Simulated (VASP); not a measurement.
Runs of VASP 6.6.1 on YN. The structure is that of space group Fm-3m (No. 225), or close to it. The cells are those of the table. 

```tsv
level	cell	cutoff (eV)	gap on the mesh (eV)	pressure (GPa)
PBE	a = 3.470 Å, angles 60.0°, 2 atoms	600	0.19	-0.2
PBE+D3(BJ)	a = 3.444 Å, angles 60.0°, 2 atoms	600	0.15	-0.3
RPBE	a = 3.494 Å, angles 60.0°, 2 atoms	600	(a)	-0.2
r2SCAN+D4	a = 3.454 Å, angles 60.0°, 2 atoms	660	0.57	-0.3
```

Alike in all rows: task single point; potentials or basis VASP PAW PBE potentials, release 64 (Y_sv, N); no spin polarisation; k mesh 6 × 6 × 6; smearing gaussian 0.01 eV.

Q: Estimate the missing entries.

A: (a) 0.28.

Caveats: the PAW data sets were made with another functional, which shifts forces and pressure a little (some runs).

A k mesh can miss the band edges, and the runs leave out spin-orbit coupling on Y.
